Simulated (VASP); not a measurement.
**MoS2: single point with PBEsol**

MoS2:

```
Mo S
1.0
     2.98460    0.00000    0.00000
    -1.49230    2.58474    0.00000
     0.00000    0.00000   13.07310
Mo S
2 4
Direct
  0.33333 0.66667 0.25000
  0.66667 0.33333 0.75000
  0.33333 0.66667 0.62599
  0.66667 0.33333 0.12599
  0.33333 0.66667 0.87401
  0.66667 0.33333 0.37401
```

| Item | Value |
| --- | --- |
| Program | VASP 6.6.1 |
| Task | single point |
| Functional | PBEsol |
| Potentials or basis | VASP PAW PBE potentials, release 64 (Mo_sv, S) |
| Cutoff | 520 eV |
| k mesh | 12 × 12 × 2 |
| Occupations | methfessel-paxton, width 0.168 eV |
| Spin | no spin polarisation |

| Quantity | Value |
| --- | --- |
| Pressure | 10.3 GPa |
| Largest force | 0.064 eV/Å |
| Band gap on the k mesh | 1.17 eV (least direct gap 1.98 eV) |

Forces in eV/Å, atoms in the order of the input:
```
Mo   0.000  0.000  0.000
Mo   0.000  0.000  0.000
S    0.000  0.000  0.064
S    0.000  0.000  0.064
S    0.000  0.000 -0.064
S    0.000  0.000 -0.064
```

Stress tensor (GPa, compression positive):
```
15.95  0.00  0.00
 0.00 15.95  0.00
 0.00  0.00 -0.95
```

Levels at points of the mesh, in eV from the valence-band top:
```tsv
k point	band 22	band 23	band 24	band 25	band 26	band 27	band 28	band 29	band 30	band 31
(0.00, 0.00, 0.00)	-1.05	-1.05	-1.03	-1.03	-0.22	3.25	3.25	3.27	3.27	3.32
(0.50, 0.00, 0.00)	-2.49	-0.92	-0.87	-0.56	-0.44	2.90	3.02	3.03	3.30	3.55
(0.00, 0.00, 0.50)	-1.04	-1.04	-1.04	-0.56	-0.56	3.25	3.25	3.25	3.25	3.37
(0.50, 0.00, 0.50)	-2.57	-0.90	-0.90	-0.50	-0.50	3.02	3.02	3.10	3.10	3.88
```

It took 3.5 min on 1 thread of AMD EPYC 9R14 (Zen 4), with other jobs on the host, peak memory 0.25 GiB.

Caveat: the stress differs along the axes, from -1 to 16 GPa; the PAW data sets were made with another functional, which shifts forces and pressure a little; this functional lacks dispersion, which binds layers or chains, so the pressure and a relaxed spacing across them are unreliable. Expect the measured gap to be larger: semilocal functionals such as PBEsol lack the derivative discontinuity.
